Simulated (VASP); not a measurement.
# Hf4F3 (P-42m) in VASP: a series of runs, part 2 of 2

VASP 6.6.1. Earlier steps stand in the parts before.

## (3) Single point, PBE

This run uses another cell than the first one, of 17.51 Å³/atom.

Input file INCAR:

```
  PREC = Accurate
  ENCUT = 520
  EDIFF = 1E-6
  ISMEAR = 0
  SIGMA = 0.1
  LREAL = F
  LASPH = T
  NELM = 60
  ALGO = Normal
  ISIF = 2
  LWAVE = F
  LCHARG = F
  GGA = PE
  NBANDS = 40
```

Input file KPOINTS:

```
Automatic mesh
0
Gamma
  6 6 6
```

Input file POSCAR:

```
Hf4F3
1.0
    4.8814977074      0.0000000000      0.0000000000
    0.0000000000      4.8814977074      0.0000000000
    0.0000000000      0.0000000000      5.1424487587
Hf F
4 3
Direct
    0.2750192020      0.2750192020      0.3019509086
    0.7249807980      0.7249807980      0.3019509086
    0.7249807980      0.2750192020      0.6980490914
    0.2750192020      0.7249807980      0.6980490914
    0.0000000000      0.0000000000      0.0000000000
    0.0000000000      0.0000000000      0.5000000000
    0.5000000000      0.5000000000      0.0000000000
```

Potentials or basis: VASP PAW PBE potentials, release 64 (Hf_pv, F).

On the command line:

```
> cat potpaw_PBE.64/Hf_pv/POTCAR potpaw_PBE.64/F/POTCAR > POTCAR
> mpirun -np 1 vasp_std > vasp.out
```

OUTCAR:

```text
PREC = Accurate
   ENCUT = 520
   EDIFF = 1E-6
   ISMEAR = 0
   LREAL = F
   LASPH = T
   NELM = 60
   ISIF = 2
   GGA = PE

 ion  position               nearest neighbor table
   1  0.275  0.275  0.302-   6 2.15   7 2.20   5 2.45   4 3.00   3 3.00   2 3.11   4 3.37   3 3.37
                             2 3.47   2 3.47   2 3.80   4 3.80   3 3.80
   2  0.725  0.725  0.302-   6 2.15   7 2.20   5 2.45   4 3.00   3 3.00   1 3.11   4 3.37   3 3.37
                             1 3.47   1 3.47   1 3.80   3 3.80   4 3.80
   3  0.725  0.275  0.698-   6 2.15   7 2.20   5 2.45   2 3.00   1 3.00   4 3.11   1 3.37   2 3.37
                             4 3.47   4 3.47   4 3.80   1 3.80   2 3.80
   4  0.275  0.725  0.698-   6 2.15   7 2.20   5 2.45   2 3.00   1 3.00   3 3.11   1 3.37   2 3.37
                             3 3.47   3 3.47   3 3.80   2 3.80   1 3.80
   5  0.000  0.000  0.000-   1 2.45   2 2.45   3 2.45   4 2.45
   6  0.000  0.000  0.500-   1 2.15   2 2.15   3 2.15   4 2.15
   7  0.500  0.500  0.000-   1 2.20   2 2.20   3 2.20   4 2.20

  LATTYP: Found a simple tetragonal cell.
 ALAT       =     4.8814977074
 C/A-ratio  =     1.0534571697

  Lattice vectors:

 A1 = (   4.8814977074,   0.0000000000,   0.0000000000)
 A2 = (   0.0000000000,   4.8814977074,   0.0000000000)
 A3 = (   0.0000000000,   0.0000000000,   5.1424487587)

Analysis of symmetry for initial positions (statically):
=====================================================================
 Subroutine PRICEL returns:
 Original cell was already a primitive cell.

 Routine SETGRP: Setting up the symmetry group for a
 simple tetragonal supercell.

 Subroutine GETGRP returns: Found  8 space group operations
 (whereof  8 operations were pure point group operations)
 out of a pool of 16 trial point group operations.

The static configuration has the point symmetry D_2d.

Analysis of symmetry for dynamics (positions and initial velocities):
=====================================================================
 Subroutine PRICEL returns:
 Original cell was already a primitive cell.

 Routine SETGRP: Setting up the symmetry group for a
[... 141 lines left out ...]
   GGA     = PE    functional components
   LHFCALC =     F    Hartree Fock is set to
   AEXX    =    0.0000 exact exchange contribution
   IVDW    =     0    specifies the selected vdW correction
   LEPSILON=     F    determine dielectric tensor
   LRPA    =     F    only Hartree local field effects (RPA)
 non-spin polarized calculation
 Gauss-broadening in eV      SIGMA  =   0.10
  energy-cutoff  :      520.00
  volume of cell :      122.54
 maximum number of plane-waves:      3326
   NGX = 19   NGY = 19   NGZ = 19

 number of electron      61.0000004 magnetization

 Free energy of the ion-electron system (eV)
  ---------------------------------------------------
  ext. energy  EPLUGINS =         0.00000000
  ---------------------------------------------------
  free energy    TOTEN  =       -55.58314296 eV

  energy without entropy =      -55.54667621  energy(sigma->0) =      -55.56490958

 E-fermi :   4.7111     XC(G=0): -10.7461

 val. band max:        4.7007869758   @ k =   0.3333   0.1667   0.1667
 cond. band min:       4.7128909972   @ k =   0.5000   0.3333   0.0000
 fundamental gap:      0.0121040214
 Fermi energy:         4.7111470254

 k-point     1 :       0.0000    0.0000    0.0000
  band No.  band energies     occupation
      1     -27.7882      2.00000
      2     -26.8985      2.00000
      3     -26.8606      2.00000
      4     -26.8147      2.00000
      5     -26.8147      2.00000
      6     -26.6217      2.00000
[... 1021 lines left out ...]
     39       7.9917      0.00000
     40       8.1278      0.00000

 [... further k-points ...]

------------------------ aborting loop because EDIFF is reached ----------------------------------------

  FORCE on cell =-STRESS in cart. coord.  units (eV):
  Direction    XX          YY          ZZ          XY          YZ          ZX
  --------------------------------------------------------------------------------------
  -------------------------------------------------------------------------------------
  Total       -1.1640919     -1.1640919     -1.2062415      0.0000000      0.0000000      0.0000000
  in kB      -15.2202472    -15.2202472    -15.7713433      0.0000000      0.0000000      0.0000000
  external PRESSURE =     -15.4039459 kB  Pullay stress =       0.0000000 kB

 VOLUME and BASIS-vectors are now :
 -----------------------------------------------------------------------------
  energy-cutoff  :      520.00
  volume of cell :      122.54
      direct lattice vectors                 reciprocal lattice vectors
     4.881497707  0.000000000  0.000000000     0.204855161  0.000000000  0.000000000
     0.000000000  4.881497707  0.000000000     0.000000000  0.204855161  0.000000000
     0.000000000  0.000000000  5.142448759     0.000000000  0.000000000  0.194459886

 POSITION                                       TOTAL-FORCE (eV/Angst)
 -----------------------------------------------------------------------------------
      1.34251      1.34251      1.55277        -0.026273     -0.026273      0.008825
      3.53899      3.53899      1.55277         0.026273      0.026273      0.008825
      3.53899      1.34251      3.58968         0.026273     -0.026273     -0.008825
      1.34251      3.53899      3.58968        -0.026273      0.026273     -0.008825
      0.00000      0.00000      0.00000         0.000000     -0.000000      0.000000
      0.00000      0.00000      2.57122         0.000000     -0.000000      0.000000
      2.44075      2.44075      0.00000         0.000000     -0.000000      0.000000
 -----------------------------------------------------------------------------------
    total drift:                                0.000000      0.000000      0.000000

  FREE ENERGIE OF THE ION-ELECTRON SYSTEM (eV)
  ---------------------------------------------------
  free  energy   TOTEN  =       -55.5831429551 eV

  energy  without entropy=      -55.5466762081  energy(sigma->0) =      -55.56490958
```

OSZICAR:

```text
N       E                     dE             d eps       ncg     rms          rms(c)
DAV:   1     0.347465031763E+03    0.34747E+03   -0.33394E+04  3200   0.146E+03
DAV:   2    -0.367506354417E+02   -0.38422E+03   -0.37148E+03  3816   0.380E+02
DAV:   3    -0.594600226502E+02   -0.22709E+02   -0.22307E+02  4128   0.732E+01
DAV:   4    -0.597968324829E+02   -0.33681E+00   -0.33520E+00  3992   0.915E+00
DAV:   5    -0.598036075821E+02   -0.67751E-02   -0.67706E-02  4016   0.113E+00    0.817E+01
DAV:   6    -0.560419104129E+02    0.37617E+01   -0.11848E+01  3680   0.184E+01    0.473E+01
DAV:   7    -0.556020071951E+02    0.43990E+00   -0.37432E+00  3656   0.878E+00    0.880E+00
DAV:   8    -0.555885785353E+02    0.13429E-01   -0.27679E-01  3864   0.244E+00    0.297E+00
DAV:   9    -0.555848469388E+02    0.37316E-02   -0.25540E-02  4072   0.814E-01    0.108E+00
DAV:  10    -0.555831532153E+02    0.16937E-02   -0.95573E-03  3840   0.540E-01    0.289E-01
DAV:  11    -0.555831410956E+02    0.12120E-04   -0.75744E-04  3856   0.179E-01    0.131E-01
DAV:  12    -0.555831419688E+02   -0.87326E-06   -0.86897E-05  4064   0.496E-02    0.328E-02
DAV:  13    -0.555831427153E+02   -0.74646E-06   -0.19029E-05  3984   0.302E-02    0.735E-03
DAV:  14    -0.555831429551E+02   -0.23974E-06   -0.27258E-06  3552   0.949E-03
   1 F= -.55583143E+02 E0= -.55564910E+02  d E =-.364667E-01
```

stdout:

```text
POSCAR found type information on POSCAR HfF
 POSCAR found :  2 types and       7 ions
 scaLAPACK will be used
 LDA part: xc-table for (Slater+PW92), standard interpolation
 POSCAR, INCAR and KPOINTS ok, starting setup
 FFT: planning ... GRIDC
 FFT: planning ... GRID_SOFT
 FFT: planning ... GRID
 WAVECAR not read
 entering main loop
```

It took 88 s on 1 thread of Intel Xeon 6975P-C (Granite Rapids), shared host; peak memory 0.3 GiB.

What came out:

```yaml
Free_energy: -55.5831 eV
Pressure: -1.5 GPa
Largest_force: 0.038 eV/Å
Band_gap_on_the_k_mesh: zero (an odd number of electrons rules out a gap without spin polarisation)
```

Forces on the atoms (eV/Å):
```
Hf  -0.026 -0.026  0.009
Hf   0.026  0.026  0.009
Hf   0.026 -0.026 -0.009
Hf  -0.026  0.026 -0.009
F    0.000  0.000  0.000
F    0.000  0.000  0.000
F    0.000  0.000  0.000
```

Caveat: spin-orbit coupling is left out, which moves the levels of the heavy elements; an odd number of electrons without spin polarisation forces a metal; a magnetic or distorted state may lie lower.

## (4) Relaxation of cell and atoms, PBE

This run uses another cell than the first one, of 15.69 Å³/atom.

Input file INCAR:

```
PREC = Accurate
ENCUT = 600
EDIFF = 1E-7
ISMEAR = 0
SIGMA = 0.2
LREAL = False
LASPH = True
NELM = 100
ALGO = Normal
ISIF = 3
LWAVE = False
LCHARG = False
GGA = PE
IBRION = 2
NSW = 36
EDIFFG = -0.08
```

Input file KPOINTS:

```
Automatic mesh
0
Gamma
  4 4 3
```

Input file POSCAR:

```
Hf4F3
1.0
    4.7341206400      0.0000000000      0.0000000000
    0.0000000000      4.7341206400      0.0000000000
    0.0000000000      0.0000000000      4.8998823500
Hf F
4 3
Direct
    0.2554910200      0.2554910200      0.2597206200
    0.7445089800      0.7445089800      0.2597206200
    0.7445089800      0.2554910200      0.7402793800
    0.2554910200      0.7445089800      0.7402793800
    0.0000000000      0.0000000000      0.0000000000
    0.0000000000      0.0000000000      0.5000000000
    0.5000000000      0.5000000000      0.0000000000
```

Potentials or basis: VASP PAW PBE potentials, release 64 (Hf_pv, F).

On the command line:

```
> cat potpaw_PBE.64/Hf_pv/POTCAR potpaw_PBE.64/F/POTCAR > POTCAR
> mpirun -np 1 vasp_std > vasp.out
```

OUTCAR:

```text
PREC = Accurate
   ENCUT = 600
   EDIFF = 1E-7
   ISMEAR = 0
   LREAL = False
   LASPH = True
   NELM = 100
   ISIF = 3
   GGA = PE
   IBRION = 2
   NSW = 36
   EDIFFG = -0.08

 ion  position               nearest neighbor table
   1  0.255  0.255  0.260-   7 2.07   6 2.08   5 2.13   2 3.27   4 3.30   3 3.30   2 3.35   2 3.35
                             4 3.38   3 3.38   2 3.42   4 3.44   3 3.44   3 3.51   4 3.51
   2  0.745  0.745  0.260-   7 2.07   6 2.08   5 2.13   1 3.27   4 3.30   3 3.30   1 3.35   1 3.35
                             4 3.38   3 3.38   1 3.42   3 3.44   4 3.44   4 3.51   3 3.51
   3  0.745  0.255  0.740-   7 2.07   6 2.08   5 2.13   4 3.27   1 3.30   2 3.30   4 3.35   4 3.35
                             2 3.38   1 3.38   4 3.42   1 3.44   2 3.44   1 3.51   2 3.51
   4  0.255  0.745  0.740-   7 2.07   6 2.08   5 2.13   3 3.27   1 3.30   2 3.30   3 3.35   3 3.35
                             2 3.38   1 3.38   3 3.42   2 3.44   1 3.44   1 3.51   2 3.51
   5  0.000  0.000  0.000-   1 2.13   2 2.13   3 2.13   4 2.13
   6  0.000  0.000  0.500-   1 2.08   2 2.08   3 2.08   4 2.08
   7  0.500  0.500  0.000-   1 2.07   2 2.07   3 2.07   4 2.07

  LATTYP: Found a simple tetragonal cell.
 ALAT       =     4.7341206400
 C/A-ratio  =     1.0350142556

  Lattice vectors:

 A1 = (   4.7341206400,   0.0000000000,   0.0000000000)
 A2 = (   0.0000000000,   4.7341206400,   0.0000000000)
 A3 = (   0.0000000000,   0.0000000000,   4.8998823500)

Analysis of symmetry for initial positions (statically):
=====================================================================
 Subroutine PRICEL returns:
 Original cell was already a primitive cell.

 Routine SETGRP: Setting up the symmetry group for a
 simple tetragonal supercell.

 Subroutine GETGRP returns: Found  8 space group operations
 (whereof  8 operations were pure point group operations)
 out of a pool of 16 trial point group operations.

The static configuration has the point symmetry D_2d.

Analysis of symmetry for dynamics (positions and initial velocities):
=====================================================================
 Subroutine PRICEL returns:
 Original cell was already a primitive cell.

[... 146 lines left out ...]
 number of electron      61.0000002 magnetization

 Free energy of the ion-electron system (eV)
  ---------------------------------------------------
  ext. energy  EPLUGINS =         0.00000000
  ---------------------------------------------------
  free energy    TOTEN  =       -54.25959055 eV

  energy without entropy =      -54.20178213  energy(sigma->0) =      -54.23068634

------------------------ aborting loop because EDIFF is reached ----------------------------------------

  FORCE on cell =-STRESS in cart. coord.  units (eV):
  Direction    XX          YY          ZZ          XY          YZ          ZX
  --------------------------------------------------------------------------------------
  -------------------------------------------------------------------------------------
  Total       10.7889294     10.7889294      7.0826833      0.0000000      0.0000000      0.0000000
  in kB      157.4072169    157.4072169    103.3342076      0.0000000      0.0000000      0.0000000
  external PRESSURE =     139.3828804 kB  Pullay stress =       0.0000000 kB
[... 28 lines left out ...]
--------------------------------------- Ionic step        2  -------------------------------------------

 number of electron      61.0000042 magnetization

 E-fermi :   4.2471     XC(G=0): -10.4375

 val. band max:        4.2262932409   @ k =   0.5000   0.2500   0.0000
 cond. band min:       4.2811008927   @ k =   0.5000   0.2500   0.0000
 fundamental gap:      0.0548076518
 Fermi energy:         4.2470772363

 k-point     1 :       0.0000    0.0000    0.0000
  band No.  band energies     occupation
      1     -28.5478      2.00000
      2     -27.8783      2.00000
      3     -27.8239      2.00000
      4     -27.8239      2.00000
      5     -27.6741      2.00000
      6     -27.4776      2.00000
[... 532 lines left out ...]
  FREE ENERGIE OF THE ION-ELECTRON SYSTEM (eV)
  ---------------------------------------------------
  free  energy   TOTEN  =       -55.1416550605 eV

  energy  without entropy=      -55.0431743922  energy(sigma->0) =      -55.09241473

[... ionic steps 4 to 7 ...]

--------------------------------------- Ionic step        8  -------------------------------------------

 number of electron      60.9999986 magnetization

------------------------ aborting loop because EDIFF is reached ----------------------------------------
[... 77 lines left out ...]
--------------------------------------- Ionic step       10  -------------------------------------------

 number of electron      61.0000010 magnetization

 Free energy of the ion-electron system (eV)
  ---------------------------------------------------
  ext. energy  EPLUGINS =         0.00000000
  ---------------------------------------------------
  free energy    TOTEN  =       -55.62387198 eV

  energy without entropy =      -55.48906916  energy(sigma->0) =      -55.55647057

 E-fermi :   4.8290     XC(G=0): -10.8191

 val. band max:        4.8135895035   @ k =   0.2500   0.2500   0.0000
 cond. band min:       4.8778311045   @ k =   0.5000   0.2500   0.3333
 fundamental gap:      0.0642416010
 Fermi energy:         4.8289728267

 k-point     1 :       0.0000    0.0000    0.0000
  band No.  band energies     occupation
      1     -27.7311      2.00000
      2     -26.7710      2.00000
      3     -26.7406      2.00000
      4     -26.6837      2.00000
      5     -26.6837      2.00000
      6     -26.4878      2.00000
[... 491 lines left out ...]
  FREE ENERGIE OF THE ION-ELECTRON SYSTEM (eV)
  ---------------------------------------------------
  free  energy   TOTEN  =       -55.6238719799 eV

  energy  without entropy=      -55.4890691581  energy(sigma->0) =      -55.55647057

 reached required accuracy - stopping structural energy minimisation
```

OSZICAR:

```text
N       E                     dE             d eps       ncg     rms          rms(c)
[... 113 lines left out ...]
DAV:   2    -0.556688866186E+02    0.77703E-01   -0.50663E-01  1024   0.392E+00    0.181E+00
DAV:   3    -0.556341780512E+02    0.34709E-01   -0.49465E-02  1112   0.144E+00    0.114E+00
DAV:   4    -0.556242182684E+02    0.99598E-02   -0.16298E-02  1064   0.839E-01    0.415E-01
DAV:   5    -0.556238744082E+02    0.34386E-03   -0.23918E-03  1064   0.301E-01    0.212E-01
DAV:   6    -0.556238713037E+02    0.31044E-05   -0.37800E-04  1024   0.124E-01    0.778E-02
DAV:   7    -0.556238717476E+02   -0.44388E-06   -0.34434E-05   988   0.386E-02    0.208E-02
DAV:   8    -0.556238720399E+02   -0.29229E-06   -0.86575E-06  1068   0.172E-02    0.806E-03
DAV:   9    -0.556238719799E+02    0.60019E-07   -0.88661E-07   964   0.693E-03
  10 F= -.55623872E+02 E0= -.55556471E+02  d E =-.468875E-01
```

Wall time 4.1 min (1 thread of Intel Xeon 6975P-C (Granite Rapids), shared host); peak memory 0.27 GiB.

What came out:

- Free energy: -55.6239 eV
- Relaxed volume: 17.25 Å³/atom
- Relaxed cell: a = 4.858 Å, b = 4.858 Å, c = 5.118 Å, α = 90.00°, β = 90.00°, γ = 90.00°
- Space group after relaxing (to 0.1 Å): P-42m (No. 111)
- Energy gained by relaxing: 194.9 meV/atom
- Ionic steps: 10
- Pressure after relaxing: 0.2 GPa
- Largest force after relaxing: 0.040 eV/Å
- Band gap on the k mesh: zero (an odd number of electrons rules out a gap without spin polarisation)

Forces on the atoms (eV/Å):
```
Hf  -0.022 -0.022 -0.025
Hf   0.022  0.022 -0.025
Hf   0.022 -0.022  0.025
Hf  -0.022  0.022  0.025
F    0.000  0.000  0.000
F    0.000  0.000  0.000
F    0.000  0.000  0.000
```

The path:
```tsv
step	energy change (eV)	largest force (eV/Å)	pressure (GPa)	volume (Å³)
1	0.0000	2.5843	13.94	109.82
2	-0.5678	1.1751	-10.41	132.94
3	-0.8821	1.2027	-3.59	123.14
4	-1.1957	0.7770	-0.82	120.31
5	-1.2663	0.4100	2.25	118.00
6	-1.2690	0.4494	1.67	118.39
7	-1.3174	0.1695	-0.37	120.77
8	-1.3174	0.1756	-0.39	120.80
9	-1.3472	0.1084	-0.22	120.81
10	-1.3643	0.0396	0.17	120.76
```

Final structure:
```
CELL_PARAMETERS angstrom
4.85762 0.00000 0.00000
0.00000 4.85762 0.00000
0.00000 0.00000 5.11771
ATOMIC_POSITIONS crystal
Hf 0.27452 0.27452 0.30104
Hf 0.72548 0.72548 0.30104
Hf 0.72548 0.27452 0.69896
Hf 0.27452 0.72548 0.69896
F 0.00000 0.00000 0.00000
F 0.00000 0.00000 0.50000
F 0.50000 0.50000 0.00000
```

Levels at points of the mesh, in eV from the Fermi level:
```tsv
k point	band 26	band 27	band 28	band 29	band 30	band 31	band 32	band 33	band 34	band 35
(0.00, 0.00, 0.00)	-1.86	-1.66	-1.56	-1.27	-1.27	0.79	1.68	2.31	2.42	2.42
(0.50, 0.00, 0.00)	-2.64	-1.29	-1.09	-0.58	-0.51	-0.29	0.26	0.76	2.00	2.00
(0.50, 0.50, 0.00)	-2.30	-2.15	-0.22	0.26	0.26	0.55	0.55	0.91	0.94	1.19
```

Caveat: the k points lie up to 0.41 Å⁻¹ apart in the final cell, too coarse for converged energies and pressures of a metal; spin-orbit coupling is left out, which moves the levels of the heavy elements; an odd number of electrons without spin polarisation forces a metal; a magnetic or distorted state may lie lower; the relaxation stopped at a loose force limit of 0.08 eV/Å, so its end isn't a converged minimum.

## (5) Summary

| task | cell | k mesh | cutoff (eV) | smearing | gap on the mesh (eV) | pressure (GPa) | largest force (eV/Å) |
| --- | --- | --- | --- | --- | --- | --- | --- |
| single point | a = 4.878, b = 4.878, c = 5.126 Å, 7 atoms, atomic positions A | 4 × 4 × 3 | 520 | gaussian 0.2 eV | none | -1.0 | 0.04 |
| single point | a = 4.881, b = 4.881, c = 5.142 Å, 7 atoms, atomic positions B | 6 × 6 × 6 | 520 | gaussian 0.1 eV | none | -1.5 | 0.04 |
| relaxation of cell and atoms | relaxed from a = 4.734, b = 4.734, c = 4.900 Å, 7 atoms, atomic positions C | 4 × 4 × 3 | 600 | gaussian 0.2 eV | none | 0.2 | 0.04 |

Alike in all rows: level PBE; potentials or basis VASP PAW PBE potentials, release 64 (Hf_pv, F); no spin polarisation.

Caveats: some runs use coarse meshes; spin-orbit coupling is left out, which moves the levels of the heavy elements; an odd number of electrons without spin polarisation forces a metal; a magnetic or distorted state may lie lower; the relaxation stopped at a loose force limit of 0.08 eV/Å, so its end isn't a converged minimum (at least some runs).

Absolute energies hang on the potentials; compare differences alone.

The gap in the log of VASP goes by the Fermi energy; the results here count the filled bands.